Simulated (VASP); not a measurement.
Here is a VASP 6.6.1 calculation.

The input INCAR:

```
PREC = Accurate ; ENCUT = 520
EDIFF = 1E-7 ; ISMEAR = 0
SIGMA = 0.1 ; LREAL = False
LASPH = True ; NELM = 80
ALGO = Normal ; ISIF = 2
LWAVE = False ; LCHARG = False
LDIPOL = True ; IDIPOL = 3
DIPOL = 0.5 0.5 0.321 ; GGA = PE
NBANDS = 54
```

File KPOINTS:

```
Automatic mesh
0
Gamma
  4 5 1
```

Contents of POSCAR:

```
Sc8H
1.0
    6.6389479791      0.0000000000      0.0000000000
    0.0000000000      5.1626219083      0.0000000000
    0.0000000000      0.0000000000     19.1132872497
Sc H
8 1
Direct
    0.0000000000      0.7500000000      0.2092784955
    0.5000000000      0.7500000000      0.2092784955
    0.2500000000      0.2500000000      0.2594137541
    0.7500000000      0.2500000000      0.2594137541
    0.2500000000      0.7500000000      0.3452852846
    0.7500000000      0.7500000000      0.3452852846
    0.0000000000      0.2500000000      0.3983243254
    0.5000000000      0.2500000000      0.3983243254
    0.1875000000      0.3750000000      0.4639368749
```

Potentials or basis: VASP PAW PBE potentials, release 64 (Sc_sv, H).

Run with:

```bash
$ cat potpaw_PBE.64/Sc_sv/POTCAR potpaw_PBE.64/H/POTCAR > POTCAR
$ mpirun -np 1 vasp_std > vasp.out
```

(1) Estimate the largest force.

(2) What does it give for the band gap on the k mesh?

Answers

(1) 1.007 eV/Å.

(2) zero (an odd number of electrons rules out a gap without spin polarisation).
